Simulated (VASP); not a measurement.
Write the native input for VASP 6.6.1 that does the following.

- Task: single point
- Functional: PBEsol
- Potentials or basis: VASP PAW PBE potentials, release 64 (Si, Ni)
- Cutoff: 520 eV
- k mesh: 10 × 10 × 8
- Occupations: gaussian, width 0.1 eV
- Spin: no spin polarisation
- Dipole correction: no
- Further INCAR settings: ALGO = Normal; EDIFF = 1e-06; NBANDS = 27

The structure of Si2Ni lies in POSCAR:

```
Si2Ni
1.0
    2.8035224017      2.8035224017      0.0000000000
   -2.8035224017      2.8035224017      0.0000000000
    0.0000000000      0.0000000000      5.2619958925
Si Ni
4 2
Direct
    0.0000000000      0.5000000000      0.7500000000
    0.5000000000      0.0000000000      0.7500000000
    0.5000000000      0.0000000000      0.2500000000
    0.0000000000      0.5000000000      0.2500000000
    0.0000000000      0.0000000000      0.0000000000
    0.5000000000      0.5000000000      0.5000000000
```

This cell differs from its parent crystal: biaxial strain in the a-b plane: +4.0 %.

The input as run:

INCAR

```
SYSTEM = Si2Ni
ALGO = Normal
EDIFF = 1E-6
ENCUT = 520
GGA = PS
ISIF = 2
ISMEAR = 0
LASPH = .TRUE.
LCHARG = .FALSE.
LREAL = .FALSE.
LWAVE = .FALSE.
NBANDS = 27
NELM = 100
PREC = Accurate
SIGMA = 0.1
```

KPOINTS

```
k-points
0
G
  10 10 8
  0 0 0
```

Potentials or basis: VASP PAW PBE potentials, release 64 (Si, Ni).

Launch:

```console
$ cat potpaw_PBE.64/Si/POTCAR potpaw_PBE.64/Ni/POTCAR > POTCAR
$ mpirun -np 1 vasp_std > vasp.out
```

It gave:

- Pressure: -7.6 GPa
- Band gap on the k mesh: zero (bands 18 and 19 overlap by 1.86 eV)

Caveat: the cell differs from its parent crystal (biaxial strain in the a-b plane: +4.0 %); the cell stands under tension; the PAW data sets were made with another functional, which shifts forces and pressure a little.

It took 100 s on 1 thread of AMD EPYC 9R45 96-Core Processor (Zen 5), on a shared host, peak memory 0.29 GiB.
